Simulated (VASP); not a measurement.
Wanted: the native input for a VASP 6.6.1 run.

```
Task                   : single point
Functional             : PBE
Potentials or basis    : VASP PAW PBE potentials, release 64 (Co, O)
Cutoff                 : 520 eV
k mesh                 : 9 × 9 × 9
Occupations            : fermi-dirac, width 0.02 eV
Spin                   : collinear spin, ferromagnetic start
Starting moments       : [0.56, 0.0] μB
Fixed moment           : 0.56 μB
Hubbard terms          : Co d U = 4.8 eV
Dipole correction      : no
Further INCAR settings : ALGO = Normal; EDIFF = 1e-07; NBANDS = 18
```

The structure of CoO lies in POSCAR:

```
CoO
1.0
    0.0000000000      2.1315000000      2.1315000000
    2.1315000000      0.0000000000      2.1315000000
    2.1315000000      2.1315000000      0.0000000000
Co O
1 1
Direct
    0.0000000000      0.0000000000      0.0000000000
    0.5000000000      0.5000000000      0.5000000000
```

These files were run (other wordings do the same):

INCAR

```
ALGO = Normal
EDIFF = 1E-7
ENCUT = 520
GGA = PE
ISIF = 2
ISMEAR = -1
ISPIN = 2
LASPH = True
LCHARG = True
LDAU = True
LDAUJ = 0 0
LDAUL = 2 -1
LDAUPRINT = 1
LDAUTYPE = 2
LDAUU = 4.8 0
LELF = True
LMAXMIX = 4
LORBIT = 11
LREAL = False
LVHAR = True
LWAVE = False
MAGMOM = 0.56 0
NBANDS = 18
NELM = 150
NUPDOWN = 0.56
PREC = Accurate
SIGMA = 0.02
```

KPOINTS

```
k-points
0
Gamma
  9 9 9
```

Potentials or basis: VASP PAW PBE potentials, release 64 (Co, O).

Run with:

```sh
$ cat potpaw_PBE.64/Co/POTCAR potpaw_PBE.64/O/POTCAR > POTCAR
$ mpirun -np 1 vasp_std > vasp.out
```

It gave:

| Quantity | Value |
| --- | --- |
| Pressure | -16.8 GPa |
| Net moment | 0.56 μB per cell |
| Site moments | Co +0.76; O -0.17 μB |
| Valence electrons inside the program's atomic spheres | Co 7.96; O 4.93 |

Caveat: the cell stands under tension; the total moment is fixed, so each spin has its own Fermi level; a cell with one magnetic atom can't hold antiferromagnetic order, which such compounds often take.

It took 27 s on 1 thread of Intel(R) Xeon(R) 6975P-C (Granite Rapids), on a shared host, peak memory 0.15 GiB.
